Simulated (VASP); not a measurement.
# C (I4_1/amd) in VASP: further runs, part 2 of 2

VASP 6.6.1.

## 4. Single point, r2SCAN (strain +0.015 along x and y, -0.030 along z)

POSCAR

```
C
1.0
    0.0000000000      1.8101510000      1.7298980000
    1.8101510000      0.0000000000      1.7298980000
    1.8101510000      1.8101510000      0.0000000000
C
2
Direct
    0.5000000000      0.5000000000      0.5000000000
    0.7500000000      0.7500000000      0.7500000000
```

INCAR.step1

```
  ALGO = Normal
  EDIFF = 1E-4
  ENCUT = 520
  GGA = PE
  ISMEAR = 0
  LASPH = T
  LCHARG = F
  LREAL = F
  LWAVE = T
  NBANDS = 11
  NELM = 100
  PREC = Accurate
  SIGMA = 0.05
```

INCAR.step2

```
  ALGO = Normal
  EDIFF = 1E-6
  ENCUT = 520
  ISIF = 2
  ISMEAR = 0
  ISTART = 1
  LASPH = T
  LCHARG = F
  LMIXTAU = T
  LREAL = F
  LWAVE = F
  METAGGA = R2SCAN
  NBANDS = 11
  NELM = 100
  PREC = Accurate
  SIGMA = 0.05
```

KPOINTS

```
k-points
0
Gamma
  12 12 12
```

Potentials or basis: VASP PAW PBE potentials, release 64 (C).

Launch:

```bash
cat potpaw_PBE.64/C/POTCAR > POTCAR
cp INCAR.step1 INCAR
mpirun -np 1 vasp_std > vasp.out
cp INCAR.step2 INCAR
mpirun -np 1 vasp_std > vasp.out
```

OUTCAR:

```text
EDIFF = 1E-6
   ENCUT = 520
   ISIF = 2
   ISMEAR = 0
   ISTART = 1
   LASPH = T
   LREAL = F
   METAGGA = R2SCAN
   NELM = 100
   PREC = Accurate

 ion  position               nearest neighbor table
   1  0.500  0.500  0.500-   2 1.54   2 1.54   2 1.54   2 1.54
   2  0.750  0.750  0.750-   1 1.54   1 1.54   1 1.54   1 1.54

  LATTYP: Found a body centered tetragonal cell.
 ALAT       =     2.5599400941
 C/A-ratio  =     1.3515144389

  Lattice vectors:

 A1 = (   0.0000000000,  -1.8101510000,  -1.7298980000)
 A2 = (   0.0000000000,   1.8101510000,  -1.7298980000)
 A3 = (   1.8101510000,   0.0000000000,   1.7298980000)

Analysis of symmetry for initial positions (statically):
=====================================================================
 Subroutine PRICEL returns:
 Original cell was already a primitive cell.

 Routine SETGRP: Setting up the symmetry group for a
 body centered tetragonal supercell.

 Subroutine GETGRP returns: Found 16 space group operations
 (whereof  8 operations were pure point group operations)
 out of a pool of 16 trial point group operations.

The static configuration has the point symmetry D_2d.
 The point group associated with its full space group is D_4h.

Analysis of symmetry for dynamics (positions and initial velocities):
=====================================================================
 Subroutine PRICEL returns:
 Original cell was already a primitive cell.

 Routine SETGRP: Setting up the symmetry group for a
 body centered tetragonal supercell.

 Subroutine GETGRP returns: Found 16 space group operations
 (whereof  8 operations were pure point group operations)
 out of a pool of 16 trial point group operations.

The dynamic configuration has the point symmetry D_2d.
 The point group associated with its full space group is D_4h.

 Subroutine INISYM returns: Found 16 space group operations
 (whereof  8 operations are pure point group operations),
 and found     1 'primitive' translations

----------------------------------------------------------------------------------------
[... 122 lines left out ...]
   LEPSILON=     F    determine dielectric tensor
   LRPA    =     F    only Hartree local field effects (RPA)
 non-spin polarized calculation
 Gauss-broadening in eV      SIGMA  =   0.05
  energy-cutoff  :      520.00
  volume of cell :       11.34
 maximum number of plane-waves:       319
   NGX =  9   NGY =  9   NGZ =  9

 number of electron       8.0000000 magnetization

 Free energy of the ion-electron system (eV)
  ---------------------------------------------------
  ext. energy  EPLUGINS =         0.00000000
  ---------------------------------------------------
  free energy    TOTEN  =       -19.61110988 eV

  energy without entropy =      -19.61110988  energy(sigma->0) =      -19.61110988

 E-fermi :  10.4433     XC(G=0): -14.2636

 val. band max:       10.1792709344   @ k =   0.0000   0.0000   0.0000
 cond. band min:      13.3381761038   @ k =   0.3333   0.3333   0.0000
 fundamental gap:      3.1589051694
 Fermi energy:        10.4432617235

 k-point     1 :       0.0000    0.0000    0.0000
  band No.  band energies     occupation
      1     -12.9782      2.00000
      2       9.4979      2.00000
      3       9.4979      2.00000
      4      10.1793      2.00000
      5      15.1790      0.00000
      6      15.7859      0.00000
      7      15.7859      0.00000
      8      23.5254      0.00000
      9      30.1526      0.00000
     10      35.9214      0.00000
     11      37.7680      0.00000
[... 309 lines left out ...]
 k-point    24 :      -0.4167    0.1667    0.0000
  band No.  band energies     occupation
      1      -6.6371      2.00000
      2      -3.3422      2.00000
      3       4.3951      2.00000
      4       5.4736      2.00000
      5      16.9566      0.00000
      6      20.4207      0.00000
      7      21.8984      0.00000
      8      25.8570      0.00000
      9      30.1417      0.00000
     10      34.9999      0.00000
     11      35.7540      0.00000

 [... further k-points ...]

------------------------ aborting loop because EDIFF is reached ----------------------------------------

  FORCE on cell =-STRESS in cart. coord.  units (eV):
  Direction    XX          YY          ZZ          XY          YZ          ZX
  --------------------------------------------------------------------------------------
  -------------------------------------------------------------------------------------
  Total       -1.0722868     -1.0722868      1.9365027      0.0000000      0.0000000      0.0000000
  in kB     -151.5449419   -151.5449419    273.6834844      0.0000000      0.0000000      0.0000000
  external PRESSURE =      -9.8021331 kB  Pullay stress =       0.0000000 kB

 VOLUME and BASIS-vectors are now :
 -----------------------------------------------------------------------------
  energy-cutoff  :      520.00
  volume of cell :       11.34
      direct lattice vectors                 reciprocal lattice vectors
     0.000000000  1.810151000  1.729898000    -0.276220050  0.276220050  0.289034382
     1.810151000  0.000000000  1.729898000     0.276220050 -0.276220050  0.289034382
     1.810151000  1.810151000  0.000000000     0.276220050  0.276220050 -0.289034382

 POSITION                                       TOTAL-FORCE (eV/Angst)
 -----------------------------------------------------------------------------------
      1.81015      1.81015      1.72990        -0.000000     -0.000000      0.000000
      2.71523      2.71523      2.59485         0.000000      0.000000     -0.000000
 -----------------------------------------------------------------------------------
    total drift:                                0.000000     -0.000000      0.000000

  FREE ENERGIE OF THE ION-ELECTRON SYSTEM (eV)
  ---------------------------------------------------
  free  energy   TOTEN  =       -19.6111098785 eV

  energy  without entropy=      -19.6111098785  energy(sigma->0) =      -19.61110988
```

Run time: 58 s. Hardware: 1 thread of Intel Xeon 8259CL, shared host; peak memory 0.13 GiB.

Results:

| Quantity | Value |
| --- | --- |
| Free energy | -19.6111 eV |
| Pressure | -1.0 GPa |
| Band gap on the k mesh | 3.16 eV (least direct gap 5.00 eV) |

Levels at points of the mesh, in eV from the valence-band top:
```
           k point  band 1  band 2  band 3  band 4  band 5  band 6  band 7  band 8
(0.00, 0.00, 0.00)  -23.16   -0.68   -0.68    0.00    5.00    5.61    5.61   13.35
(0.50, 0.00, 0.00)  -17.20  -14.50   -3.84   -3.02    7.78    8.22    9.51   16.27
(0.50, 0.50, 0.00)  -13.55  -13.55   -7.57   -7.57    3.82    3.82   17.58   17.58
(0.50, 0.00, 0.50)  -14.28  -14.28   -6.87   -6.87    4.93    4.93   17.23   17.23
```

Caveat: the cell differs from its parent crystal (strain +0.015 along x and y, -0.030 along z); the PAW data sets were made with another functional, which shifts forces and pressure a little. A k mesh can miss the band edges.

## 5. Single point, r2SCAN (strain +0.015 along x and y, -0.015 along z)

POSCAR

```
C
1.0
    0.0000000000      1.8101510000      1.7566490000
    1.8101510000      0.0000000000      1.7566490000
    1.8101510000      1.8101510000      0.0000000000
C
2
Direct
    0.5000000000      0.5000000000      0.5000000000
    0.7500000000      0.7500000000      0.7500000000
```

INCAR.step1

```
SYSTEM = C
PREC = Accurate
ENCUT = 520
ISMEAR = 0
SIGMA = 0.05
LREAL = .False.
LASPH = .True.
NELM = 100
NBANDS = 11
GGA = PE
ALGO = Normal
EDIFF = 1E-4
LWAVE = .True.
LCHARG = .False.
```

INCAR.step2

```
SYSTEM = C
PREC = Accurate
ENCUT = 520
EDIFF = 1E-6
ISMEAR = 0
SIGMA = 0.05
LREAL = .False.
LASPH = .True.
NELM = 100
ALGO = Normal
ISIF = 2
LWAVE = .False.
LCHARG = .False.
METAGGA = R2SCAN
LMIXTAU = .True.
NBANDS = 11
ISTART = 1
```

KPOINTS

```
regular mesh
0
Gamma
  12 12 12
  0 0 0
```

Potentials or basis: VASP PAW PBE potentials, release 64 (C).

Launch:

```bash
cat potpaw_PBE.64/C/POTCAR > POTCAR
cp INCAR.step1 INCAR
mpirun -np 1 vasp_std > vasp.out
cp INCAR.step2 INCAR
mpirun -np 1 vasp_std > vasp.out
```

OUTCAR:

```text
SYSTEM = C
   PREC = Accurate
   ENCUT = 520
   EDIFF = 1E-6
   ISMEAR = 0
   LREAL = .False.
   LASPH = .True.
   NELM = 100
   ISIF = 2
   METAGGA = R2SCAN
   ISTART = 1

 ion  position               nearest neighbor table
   1  0.500  0.500  0.500-   2 1.55   2 1.55   2 1.55   2 1.55
   2  0.750  0.750  0.750-   1 1.55   1 1.55   1 1.55   1 1.55

  LATTYP: Found a body centered tetragonal cell.
 ALAT       =     2.5599400941
 C/A-ratio  =     1.3724141467

  Lattice vectors:

 A1 = (   0.0000000000,  -1.8101510000,  -1.7566490000)
 A2 = (   0.0000000000,   1.8101510000,  -1.7566490000)
 A3 = (   1.8101510000,   0.0000000000,   1.7566490000)

Analysis of symmetry for initial positions (statically):
=====================================================================
 Subroutine PRICEL returns:
 Original cell was already a primitive cell.

 Routine SETGRP: Setting up the symmetry group for a
 body centered tetragonal supercell.

 Subroutine GETGRP returns: Found 16 space group operations
 (whereof  8 operations were pure point group operations)
[... 175 lines left out ...]
      1     -12.9908      2.00000
      2       9.3503      2.00000
      3       9.3503      2.00000
      4       9.8040      2.00000
      5      15.0397      0.00000
      6      15.4386      0.00000
      7      15.4386      0.00000
      8      22.9531      0.00000
      9      29.7043      0.00000
     10      35.9378      0.00000
     11      37.3662      0.00000
[... 309 lines left out ...]
 k-point    24 :      -0.4167    0.1667    0.0000
  band No.  band energies     occupation
      1      -6.7162      2.00000
      2      -3.4615      2.00000
      3       4.0675      2.00000
      4       5.4554      2.00000
      5      16.8909      0.00000
      6      20.1241      0.00000
      7      21.3277      0.00000
      8      25.5519      0.00000
      9      29.7626      0.00000
     10      34.5906      0.00000
     11      35.2364      0.00000

 [... further k-points ...]

------------------------ aborting loop because EDIFF is reached ----------------------------------------

  FORCE on cell =-STRESS in cart. coord.  units (eV):
  Direction    XX          YY          ZZ          XY          YZ          ZX
  --------------------------------------------------------------------------------------
  -------------------------------------------------------------------------------------
  Total       -1.2256766     -1.2256766      0.7954455      0.0000000     -0.0000000      0.0000000
  in kB     -170.5854031   -170.5854031    110.7073350      0.0000000     -0.0000000      0.0000000
  external PRESSURE =     -76.8211571 kB  Pullay stress =       0.0000000 kB

 VOLUME and BASIS-vectors are now :
 -----------------------------------------------------------------------------
  energy-cutoff  :      520.00
  volume of cell :       11.51
      direct lattice vectors                 reciprocal lattice vectors
     0.000000000  1.810151000  1.756649000    -0.276220050  0.276220050  0.284632844
     1.810151000  0.000000000  1.756649000     0.276220050 -0.276220050  0.284632844
     1.810151000  1.810151000  0.000000000     0.276220050  0.276220050 -0.284632844

 POSITION                                       TOTAL-FORCE (eV/Angst)
 -----------------------------------------------------------------------------------
      1.81015      1.81015      1.75665         0.000000      0.000000      0.000000
      2.71523      2.71523      2.63497        -0.000000     -0.000000     -0.000000
 -----------------------------------------------------------------------------------
    total drift:                                0.000000     -0.000000      0.000000

  FREE ENERGIE OF THE ION-ELECTRON SYSTEM (eV)
  ---------------------------------------------------
  free  energy   TOTEN  =       -19.6324132175 eV

  energy  without entropy=      -19.6324132175  energy(sigma->0) =      -19.63241322
```

OUTCAR.step1:

```text
SYSTEM = C
   PREC = Accurate
   ENCUT = 520
   ISMEAR = 0
   LREAL = .False.
[... 561 lines left out ...]
      1.81015      1.81015      1.75665         0.000000      0.000000     -0.000000
      2.71523      2.71523      2.63497        -0.000000     -0.000000      0.000000
 -----------------------------------------------------------------------------------
    total drift:                                0.000000     -0.000000      0.000000

  FREE ENERGIE OF THE ION-ELECTRON SYSTEM (eV)
  ---------------------------------------------------
  free  energy   TOTEN  =       -18.1653576282 eV

  energy  without entropy=      -18.1653576282  energy(sigma->0) =      -18.16535763
```

OSZICAR.step1:

```text
N       E                     dE             d eps       ncg     rms          rms(c)
DAV:   1     0.801620525438E+00    0.80162E+00   -0.47947E+03  3757   0.697E+02
DAV:   2    -0.184094320888E+02   -0.19211E+02   -0.18704E+02  4647   0.126E+02
DAV:   3    -0.187741340678E+02   -0.36470E+00   -0.36364E+00  4160   0.132E+01
DAV:   4    -0.187747369797E+02   -0.60291E-03   -0.60290E-03  3890   0.676E-01
DAV:   5    -0.187747376776E+02   -0.69795E-06   -0.69796E-06  4067   0.218E-02    0.545E+00
DAV:   6    -0.183174808262E+02    0.45726E+00   -0.23861E-01  3667   0.343E+00    0.326E+00
DAV:   7    -0.181635399313E+02    0.15394E+00   -0.29376E-01  3844   0.385E+00    0.734E-01
DAV:   8    -0.181653159088E+02   -0.17760E-02   -0.83749E-03  3769   0.680E-01    0.431E-02
DAV:   9    -0.181653576282E+02   -0.41719E-04   -0.61576E-05  3947   0.634E-02
   1 F= -.18165358E+02 E0= -.18165358E+02  d E =-.361845E-27
```

It took 59 s on 1 thread of Intel Xeon 8259CL, shared host; peak memory 0.13 GiB.

Results:

- Free energy: -19.6324 eV
- Pressure: -7.7 GPa
- Band gap on the k mesh: 3.53 eV (least direct gap 5.24 eV)

Caveat: the cell differs from its parent crystal (strain +0.015 along x and y, -0.015 along z); the cell stands under tension; the PAW data sets were made with another functional, which shifts forces and pressure a little. A k mesh can miss the band edges.

## 6. The runs side by side

```tsv
cell	gap on the mesh (eV)	pressure (GPa)
a = 2.522, b = 2.522, c = 2.484 Å, angles 60.5, 60.5, 59.0°, 2 atoms	3.98	5.7
a = 2.542, b = 2.542, c = 2.484 Å, angles 60.7, 60.7, 58.5°, 2 atoms	3.75	-1.0
a = 2.504, b = 2.504, c = 2.560 Å, angles 59.3, 59.3, 61.5°, 2 atoms	3.16	-1.0
a = 2.522, b = 2.522, c = 2.560 Å, angles 59.5, 59.5, 61.0°, 2 atoms	3.53	-7.7
```

Alike in all rows: task single point; level r2SCAN; potentials or basis VASP PAW PBE potentials, release 64 (C); no spin polarisation; k mesh 12 × 12 × 12; cutoff (eV) 520; smearing gaussian 0.05 eV.

Caveats: the PAW data sets were made with another functional, which shifts forces and pressure a little; the cell stands under pressure (at least some runs); the cell stands under tension (at least some runs).

Total energies depend on the potentials used, so only differences within one code and one set of settings carry meaning.
